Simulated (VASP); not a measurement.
Wanted: the native input for a VASP 6.6.1 run.

* Task: electric field gradients
* Functional: r2SCAN
* Potentials or basis: VASP PAW PBE potentials, release 64 (Si)
* Cutoff: 520 eV
* k mesh: 12 × 12 × 7
* Occupations: fermi-dirac, width 0.05 eV
* Spin: no spin polarisation
* Dipole correction: no
* Further INCAR settings: ALGO = Normal; EDIFF = 1e-08; NBANDS = 11

Crystal: Si.

```
Si
1.0
     2.83597    0.00000    0.00000
    -1.41798    2.45602    0.00000
     0.00000    0.00000    4.59427
Si
2
Cartesian
  0.0000 1.6373 1.1486
  1.4180 0.8187 3.4457
```

One way to write it, as run:

POSCAR

```
Si
1.0
    2.8359687699      0.0000000000      0.0000000000
   -1.4179843850      2.4560209991      0.0000000000
    0.0000000000      0.0000000000      4.5942694073
Si
2
Direct
    0.3333333333      0.6666666667      0.2500000000
    0.6666666667      0.3333333333      0.7500000000
```

INCAR.step1

```
PREC = Accurate
ENCUT = 520
ISMEAR = -1
SIGMA = 0.05
LREAL = F
LASPH = T
NELM = 80
NBANDS = 11
GGA = PE
ALGO = Normal
EDIFF = 1E-4
LWAVE = T
LCHARG = F
```

INCAR.step2

```
PREC = Accurate
ENCUT = 520
EDIFF = 1E-8
ISMEAR = -1
SIGMA = 0.05
LREAL = F
LASPH = T
NELM = 80
ALGO = Normal
ISIF = 2
LWAVE = F
LCHARG = F
METAGGA = R2SCAN
LMIXTAU = T
LEFG = T
NBANDS = 11
ISTART = 1
```

KPOINTS

```
regular mesh
0
Gamma
  12 12 7
```

Potentials or basis: VASP PAW PBE potentials, release 64 (Si).

Command:

```bash
$ cat potpaw_PBE.64/Si/POTCAR > POTCAR
$ cp INCAR.step1 INCAR
$ mpirun -np 1 vasp_std > vasp.out
$ cp INCAR.step2 INCAR
$ mpirun -np 1 vasp_std > vasp.out
```

It gave:

- Pressure: -9.7 GPa
- Band gap on the k mesh: zero (band 4 reaches 16.79 eV, above the bottom of band 5 at 5.12 eV)

Caveat: without QUAD_EFG the Cq values of the log hold for a quadrupole moment of 1 mb, not for the nuclei; the PAW data sets were made with another functional, which shifts forces and pressure a little.

Wall time 43 s on 1 thread of Intel(R) Xeon(R) 6975P-C (Granite Rapids), with other jobs on the host, peak memory 0.16 GiB.
